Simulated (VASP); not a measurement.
# Ca (Pm-3n) in VASP: further runs

The runs below take Ca through single point, with revPBE.

All numbers are computed with VASP 6.6.1; they aren't measurements. Logs are shortened: lines on timing, memory, paths and dates and some standing lists are left out, and cuts for length are marked.

### 1 The cell of the first run

Symmetry: Pm-3n, No. 223, cubic system. The conventional cell has a = 7.079 Å, b = 7.079 Å, c = 7.079 Å, α = 90.00°, β = 90.00°, γ = 90.00°. Within 5.2 Å of Ca (site symmetry m-3) lie 12 Ca at 3.96 Å. Within 4.7 Å of Ca (site symmetry -4m2) lie 14 Ca at 3.54 to 4.34 Å.

### 2 Single point, revPBE

INCAR

```
PREC = Accurate ; ENCUT = 520
EDIFF = 1E-6 ; ISMEAR = -1
SIGMA = 0.1 ; LREAL = F
LASPH = T ; NELM = 60
ALGO = Normal ; ISIF = 2
LWAVE = F ; LCHARG = F
GGA = RE ; NBANDS = 50
```

KPOINTS

```
regular mesh
0
Gamma
  4 4 4
```

POSCAR

```
Ca
1.0
    7.0793654208      0.0000000000      0.0000000000
    0.0000000000      7.0793654208      0.0000000000
    0.0000000000      0.0000000000      7.0793654208
Ca
8
Direct
    1.0000000000      1.0000000000      0.0000000000
    0.5000000000      0.5000000000      0.5000000000
    0.2500000000      1.0000000000      0.5000000000
    0.7500000000      1.0000000000      0.5000000000
    0.5000000000      0.2500000000      0.0000000000
    0.5000000000      0.7500000000      1.0000000000
    0.0000000000      0.5000000000      0.2500000000
    1.0000000000      0.5000000000      0.7500000000
```

Potentials or basis: VASP PAW PBE potentials, release 64 (Ca_sv).

Launch:

```console
$ cat potpaw_PBE.64/Ca_sv/POTCAR > POTCAR
$ mpirun -np 1 vasp_std > vasp.out
```

OUTCAR:

```text
PREC = Accurate
   ENCUT = 520
   EDIFF = 1E-6
   ISMEAR = -1
   LREAL = F
   LASPH = T
   NELM = 60
   ISIF = 2
   GGA = RE

 ion  position               nearest neighbor table
   1  0.000  0.000  0.000-
   2  0.500  0.500  0.500-
   3  0.250  0.000  0.500-
   4  0.750  0.000  0.500-
   5  0.500  0.250  0.000-
   6  0.500  0.750  0.000-
   7  0.000  0.500  0.250-
   8  0.000  0.500  0.750-

  LATTYP: Found a simple cubic cell.
 ALAT       =     7.0793654208

  Lattice vectors:

 A1 = (   7.0793654208,   0.0000000000,   0.0000000000)
 A2 = (   0.0000000000,   7.0793654208,   0.0000000000)
 A3 = (   0.0000000000,   0.0000000000,   7.0793654208)

Analysis of symmetry for initial positions (statically):
=====================================================================
 Subroutine PRICEL returns:
 Original cell was already a primitive cell.

 Routine SETGRP: Setting up the symmetry group for a
 simple cubic supercell.

 Subroutine GETGRP returns: Found 48 space group operations
 (whereof 24 operations were pure point group operations)
 out of a pool of 48 trial point group operations.

The static configuration has the point symmetry T_h .
 The point group associated with its full space group is O_h .

Analysis of symmetry for dynamics (positions and initial velocities):
=====================================================================
 Subroutine PRICEL returns:
 Original cell was already a primitive cell.

 Routine SETGRP: Setting up the symmetry group for a
 simple cubic supercell.

 Subroutine GETGRP returns: Found 48 space group operations
 (whereof 24 operations were pure point group operations)
 out of a pool of 48 trial point group operations.

The dynamic configuration has the point symmetry T_h .
 The point group associated with its full space group is O_h .

 Subroutine INISYM returns: Found 48 space group operations
 (whereof 24 operations are pure point group operations),
 and found     1 'primitive' translations

----------------------------------------------------------------------------------------

                                     Primitive cell

  volume of cell :     354.7995

  direct lattice vectors                    reciprocal lattice vectors
     7.079365421  0.000000000  0.000000000     0.141255599  0.000000000  0.000000000
     0.000000000  7.079365421  0.000000000     0.000000000  0.141255599  0.000000000
     0.000000000  0.000000000  7.079365421     0.000000000  0.000000000  0.141255599

  length of vectors
     7.079365421  7.079365421  7.079365421     0.141255599  0.141255599  0.141255599

  position of ions in fractional coordinates (direct lattice)
     0.000000000  0.000000000  0.000000000
     0.500000000  0.500000000  0.500000000
     0.250000000  0.000000000  0.500000000
     0.750000000  0.000000000  0.500000000
     0.500000000  0.250000000  0.000000000
     0.500000000  0.750000000  0.000000000
     0.000000000  0.500000000  0.250000000
     0.000000000  0.500000000  0.750000000

  ion indices of the primitive-cell ions
   primitive index   ion index
                 1           1
                 2           2
                 3           3
                 4           4
                 5           5
                 6           6
                 7           7
                 8           8

----------------------------------------------------------------------------------------

 KPOINTS: regular mesh

Automatic generation of k-mesh.
 Grid dimensions read from file:
 generate k-points for:    4    4    4

 Generating k-lattice:

  Cartesian coordinates                     Fractional coordinates (reciprocal lattice)
     0.035313900  0.000000000  0.000000000     0.250000000  0.000000000  0.000000000
     0.000000000  0.035313900  0.000000000     0.000000000  0.250000000  0.000000000
     0.000000000  0.000000000  0.035313900     0.000000000  0.000000000  0.250000000

  Length of vectors
     0.035313900  0.035313900  0.035313900

  Shift w.r.t. Gamma in fractional coordinates (k-lattice)
     0.000000000  0.000000000  0.000000000

 Subroutine IBZKPT returns following result:
 ===========================================

 Found     10 irreducible k-points:

 Following reciprocal coordinates:
            Coordinates               Weight
  0.000000  0.000000  0.000000      1.000000
  0.250000  0.000000  0.000000      6.000000
  0.500000  0.000000  0.000000      3.000000
  0.250000  0.250000  0.000000     12.000000
  0.500000  0.250000  0.000000     12.000000
  0.500000  0.500000  0.000000      3.000000
  0.250000  0.250000  0.250000      8.000000
  0.500000  0.250000  0.250000     12.000000
  0.500000  0.500000  0.250000      6.000000
  0.500000  0.500000  0.500000      1.000000
   k-points           NKPTS =     10   k-points in BZ     NKDIM =     10   number of bands    NBANDS=     50
   number of dos      NEDOS =    301   number of ions     NIONS =      8
   total plane-waves  NPLWV = 157464
   dimension x,y,z NGX =    54 NGY =   54 NGZ =   54
   dimension x,y,z NGXF=   108 NGYF=  108 NGZF=  108
   ions per type =               8
   NGX,Y,Z   is equivalent  to a cutoff of  12.68, 12.68, 12.68 a.u.
   NGXF,Y,Z  is equivalent  to a cutoff of  25.36, 25.36, 25.36 a.u.
 SYSTEM =  unknown system
   PREC   = accura    normal or accurate (medium, high low for compatibility)
   ISTART =      0    job   : 0-new  1-cont  2-samecut
   ICHARG =      2    charge: 1-file 2-atom 10-const
   ISPIN  =      1    spin polarized calculation?
   LNONCOLLINEAR =      F non collinear calculations
   LSORBIT =      F    spin-orbit coupling
   LASPH  =      T    aspherical Exc in radial PAW
   ENCUT  =  520.0 eV  38.22 Ry    6.18 a.u.  13.16 13.16 13.16*2*pi/ulx,y,z
   NELM   =     60;   NELMIN=  2; NELMDL= -5     # of ELM steps
   EDIFF  = 0.1E-05   stopping-criterion for ELM
   LREAL  =      F    real-space projection
   EDIFFG = 0.1E-04   stopping-criterion for IOM
   NSW    =      0    number of steps for IOM
   IBRION =     -1    ionic relax: 0-MD 1-quasi-New 2-CG
   NFREE  =      0    steps in history (QN), initial steepest desc. (CG)
   ISIF   =      2    stress and relaxation
   ISYM   =      2    0-nonsym 1-usesym 2-fastsym
   POTIM  = 0.5000    time-step for ionic-motion
   TEBEG  =    0.0;   TEEND  =   0.0 temperature during run
   PSTRESS=    0.0 pullay stress
   NELECT =      80.0000    total number of electrons
   NUPDOWN=      -1.0000    fix difference up-down
   EMIN   =  10.00;   EMAX   =-10.00  energy-range for DOS
   EFERMI =   0.00;   METHOD = LEGACY
   ISMEAR =    -1;   SIGMA  =   0.10  broadening in eV -4-tet -1-fermi 0-gaus
   EFERMI_NEDOS =   21; number of points for ismear=-14 and -15
   IALGO  =     38    algorithm
   IMIX   =      4    mixing-type and parameters
     AMIX     =   0.40;   BMIX     =  1.00
     AMIX_MAG =   1.60;   BMIX_MAG =  1.00
  volume/ion in A,a.u.               =      44.35       299.29
  Fermi-wavevector in a.u.,A,eV,Ry     =   0.996423  1.882967 13.508669  0.992859
  Thomas-Fermi vector in A             =   2.128511
   LORBIT       =      0    0 simple, 1 ext, 2 COOP (PROOUT), +10 PAW based schemes
   GGA     = RE    functional components
   LHFCALC =     F    Hartree Fock is set to
   AEXX    =    0.0000 exact exchange contribution
   IVDW    =     0    specifies the selected vdW correction
   LEPSILON=     F    determine dielectric tensor
   LRPA    =     F    only Hartree local field effects (RPA)
 non-spin polarized calculation
  energy-cutoff  :      520.00
  volume of cell :      354.80
 maximum number of plane-waves:      9627
 NGX is ok and might be reduce to    54
   NGX = 27   NGY = 27   NGZ = 27

 number of electron      80.0000001 magnetization

 Free energy of the ion-electron system (eV)
  ---------------------------------------------------
  ext. energy  EPLUGINS =         0.00000000
  ---------------------------------------------------
  free energy    TOTEN  =       -13.95365503 eV

  energy without entropy =      -13.66689098  energy(sigma->0) =      -13.81027301

 E-fermi :   1.8935     XC(G=0):  -7.4820

 val. band max:        1.8873166183   @ k =   0.2500   0.2500   0.2500
 cond. band min:       1.9539085677   @ k =   0.2500   0.0000   0.0000
 fundamental gap:      0.0665919494
 Fermi energy:         1.8934699915

 k-point     1 :       0.0000    0.0000    0.0000
  band No.  band energies     occupation
      1     -40.3718      2.00000
      2     -40.3649      2.00000
      3     -40.3649      2.00000
      4     -40.3615      2.00000
      5     -40.3575      2.00000
      6     -40.3499      2.00000
[... 42 lines left out ...]
     49       2.6049      0.00163
     50       2.6057      0.00161

 k-point     2 :       0.2500    0.0000    0.0000
  band No.  band energies     occupation
      1     -40.3704      2.00000
      2     -40.3654      2.00000
      3     -40.3633      2.00000
      4     -40.3615      2.00000
      5     -40.3579      2.00000
      6     -40.3520      2.00000
[... 42 lines left out ...]
     49       2.8161      0.00020
     50       2.8164      0.00020

 k-point     3 :       0.5000    0.0000    0.0000
  band No.  band energies     occupation
      1     -40.3675      2.00000
      2     -40.3675      2.00000
      3     -40.3612      2.00000
      4     -40.3612      2.00000
      5     -40.3565      2.00000
      6     -40.3565      2.00000
[... 42 lines left out ...]
     49       2.9693      0.00004
     50       2.9715      0.00004

 k-point     4 :       0.2500    0.2500    0.0000
  band No.  band energies     occupation
      1     -40.3690      2.00000
      2     -40.3645      2.00000
      3     -40.3631      2.00000
      4     -40.3614      2.00000
      5     -40.3582      2.00000
      6     -40.3523      2.00000
[... 257 lines left out ...]
 k-point     9 :       0.5000    0.5000    0.2500
  band No.  band energies     occupation
      1     -40.3635      2.00000
      2     -40.3623      2.00000
      3     -40.3623      2.00000
      4     -40.3586      2.00000
      5     -40.3572      2.00000
      6     -40.3571      2.00000
[... 42 lines left out ...]
     49       3.0037      0.00003
     50       3.0077      0.00003

 k-point    10 :       0.5000    0.5000    0.5000
  band No.  band energies     occupation
      1     -40.3615      2.00000
      2     -40.3615      2.00000
      3     -40.3579      2.00000
      4     -40.3579      2.00000
      5     -40.3579      2.00000
      6     -40.3579      2.00000
[... 42 lines left out ...]
     49       3.0580      0.00002
     50       3.0609      0.00002

------------------------ aborting loop because EDIFF is reached ----------------------------------------

  FORCE on cell =-STRESS in cart. coord.  units (eV):
  Direction    XX          YY          ZZ          XY          YZ          ZX
  --------------------------------------------------------------------------------------
  -------------------------------------------------------------------------------------
  Total        0.0009583      0.0009583      0.0009583     -0.0000000      0.0000000      0.0000000
  in kB        0.0043276      0.0043276      0.0043276     -0.0000000      0.0000000      0.0000000
  external PRESSURE =       0.0043276 kB  Pullay stress =       0.0000000 kB

 VOLUME and BASIS-vectors are now :
 -----------------------------------------------------------------------------
  energy-cutoff  :      520.00
  volume of cell :      354.80
      direct lattice vectors                 reciprocal lattice vectors
     7.079365421  0.000000000  0.000000000     0.141255599  0.000000000  0.000000000
     0.000000000  7.079365421  0.000000000     0.000000000  0.141255599  0.000000000
     0.000000000  0.000000000  7.079365421     0.000000000  0.000000000  0.141255599

 POSITION                                       TOTAL-FORCE (eV/Angst)
 -----------------------------------------------------------------------------------
      0.00000      0.00000      0.00000         0.000000     -0.000000      0.000000
      3.53968      3.53968      3.53968         0.000000     -0.000000      0.000000
      1.76984      0.00000      3.53968        -0.000000     -0.000000     -0.000000
      5.30952      0.00000      3.53968         0.000000      0.000000      0.000000
      3.53968      1.76984      0.00000        -0.000000      0.000000     -0.000000
      3.53968      5.30952      0.00000         0.000000     -0.000000      0.000000
      0.00000      3.53968      1.76984         0.000000     -0.000000     -0.000000
      0.00000      3.53968      5.30952         0.000000      0.000000      0.000000
 -----------------------------------------------------------------------------------
    total drift:                                0.000000      0.000000      0.000000

  FREE ENERGIE OF THE ION-ELECTRON SYSTEM (eV)
  ---------------------------------------------------
  free  energy   TOTEN  =       -13.9536550319 eV

  energy  without entropy=      -13.6668909843  energy(sigma->0) =      -13.81027301
```

Run time: 2.1 min. Hardware: 1 thread of Intel Xeon 6975P-C (Granite Rapids), shared host; peak memory 0.43 GiB.

Results:

- Free energy: -13.9537 eV
- Pressure: 0.0 GPa
- Band gap on the k mesh: zero (bands 40 and 41 overlap by 0.75 eV)

Levels at points of the mesh, in eV from the Fermi level:
| k point | band 38 | band 39 | band 40 | band 41 | band 42 | band 43 |
| --- | --- | --- | --- | --- | --- | --- |
| (0.00, 0.00, 0.00) | -0.83 | -0.83 | 0.44 | 0.44 | 0.44 | 0.45 |
| (0.50, 0.00, 0.00) | -0.60 | -0.32 | -0.32 | -0.31 | -0.31 | 0.59 |
| (0.50, 0.50, 0.00) | -0.32 | -0.32 | -0.26 | 0.13 | 0.13 | 0.23 |
| (0.50, 0.50, 0.50) | -1.66 | -1.66 | -1.66 | 0.96 | 0.96 | 0.96 |

Caveat: the PAW data sets were made with another functional, which shifts forces and pressure a little.

(Part 1 of 2 ends here.)
